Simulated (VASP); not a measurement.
Write the native input for VASP 6.6.1 that does the following.

```yaml
Task: electric field gradients
Functional: PBE
Potentials_or_basis: VASP PAW PBE potentials, release 64 (In_d, Sb)
Cutoff: 520 eV
k_mesh: 10 × 10 × 10
Occupations: fermi-dirac, width 0.03 eV
Spin: no spin polarisation
Dipole_correction: no
Further_INCAR_settings: ALGO = Normal; EDIFF = 1e-08; NBANDS = 16
```

The structure of InSb lies in POSCAR:

```
InSb
1.0
    0.0000000000      3.1953230120      3.1953230120
    3.1953230120      0.0000000000      3.1953230120
    3.1953230120      3.1953230120      0.0000000000
In Sb
1 1
Direct
    0.0000000000      0.0000000000      0.0000000000
    0.7500000000      0.7500000000      0.7500000000
```

The input as run:

INCAR

```
SYSTEM = InSb
PREC     = Accurate       ! precision mode
ENCUT    = 520            ! plane-wave cutoff, eV
EDIFF    = 1E-8           ! SCF threshold, eV
ISMEAR   = -1             ! smearing method
SIGMA    = 0.03           ! smearing width, eV
LREAL    = .False.        ! projectors in reciprocal space
LASPH    = .True.         ! aspherical terms in the spheres
NELM     = 60             ! most SCF steps
ALGO     = Normal         ! electronic algorithm
ISIF     = 2              ! what is computed and relaxed
LWAVE    = .False.        ! write WAVECAR
LCHARG   = .False.        ! write CHGCAR
GGA      = PE             ! functional
LEFG     = .True.       
NBANDS   = 16             ! bands
```

KPOINTS

```
regular mesh
0
Gamma
  10 10 10
  0 0 0
```

Potentials or basis: VASP PAW PBE potentials, release 64 (In_d, Sb).

The run is started by

```console
$ cat potpaw_PBE.64/In_d/POTCAR potpaw_PBE.64/Sb/POTCAR > POTCAR
$ mpirun -np 1 vasp_std > vasp.out
```

Results of the run:

| Quantity | Value |
| --- | --- |
| Pressure | 5.4 GPa |
| Largest electric field gradient by atom | zero within the noise of the run |

Caveat: the cell stands under pressure.

It took 110 s on 1 thread of Intel Xeon 8259CL, with other jobs on the host, peak memory 0.23 GiB.
